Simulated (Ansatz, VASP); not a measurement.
Given: the input of a run of VASP 6.6.1 on P.

Contents of INCAR:

```
ALGO = Normal
EDIFF = 1E-6
ENCUT = 520
GGA = PS
ISIF = 2
ISMEAR = -1
LASPH = True
LCHARG = False
LREAL = False
LWAVE = False
NBANDS = 18
NELM = 80
PREC = Accurate
SIGMA = 0.05
```

Contents of KPOINTS:

```
k-points
0
Gamma
  8 1 6
```

POSCAR

```
P
1.0
    3.2616886149      0.0000000000      0.0000000000
    0.0000000000     34.6230841357      0.0000000000
    0.0000000000      0.0000000000      4.6009959564
P
4
Direct
    0.5000000000      0.9702614300      0.9078492800
    0.5000000000      0.0297385700      0.0921507200
    0.0000000000      0.0297385700      0.4078492800
    0.0000000000      0.9702614300      0.5921507200
```

Potentials or basis: VASP PAW PBE potentials, release 64 (P).

Run with:

```console
$ cat potpaw_PBE.64/P/POTCAR > POTCAR
$ mpirun -np 1 vasp_std > vasp.out
```

Q: Translate it to Ansatz 0.2.0. Potentials there: all-electron LAPW, scalar-relativistic.

A: As run (the cutoff follows the program's own potentials):

Contents of input.yaml:

```yaml
crystal:
  lattice:
    - [3.2616886149, 0.0, 0.0]
    - [0.0, 34.6230841357, 0.0]
    - [0.0, 0.0, 4.6009959564]
  atoms:
    - { symbol: P, position: [0.5, 0.97026143, 0.90784928] }
    - { symbol: P, position: [0.5, 0.02973857, 0.09215072] }
    - { symbol: P, position: [0.0, 0.02973857, 0.40784928] }
    - { symbol: P, position: [0.0, 0.97026143, 0.59215072] }
kpoints:
  mp_grid: { grid: [8, 1, 6] }
scf:
  occupations: { method: fermi_dirac, width: 0.05 }
hamiltonian:
  xc: pbesol
  pseudopotentials: { kind: all_electron, lapw: { basis_error: 0.001 } }
output:
  forces: true
  stress: true
  eigenvalues: true
```

Potentials or basis: all-electron LAPW, scalar-relativistic.

The run is started by

```console
$ ansatz run input.yaml --threads 2 --pin off --max-ram 8192MiB --backend cpu --events-out ev --progress --plain --runs-dir out
```

Both were run:

|  | VASP | Ansatz | Ansatz less VASP |
| --- | --- | --- | --- |
| gap on the k mesh at the Fermi level (eV) | 0.89 | 0.88 | -0.010 |
| least direct gap on the mesh (eV) | 0.89 | 0.88 | -0.010 |
| rms of the force components (eV/Å) | 0.238 | 0.247 | +0.0093 |

VASP's potentials were made for PBE, not for PBEsol. Atom by atom the forces differ by 0.010 eV/Å (rms over components). Ansatz ran all-electron here, and VASP with PAW potentials.
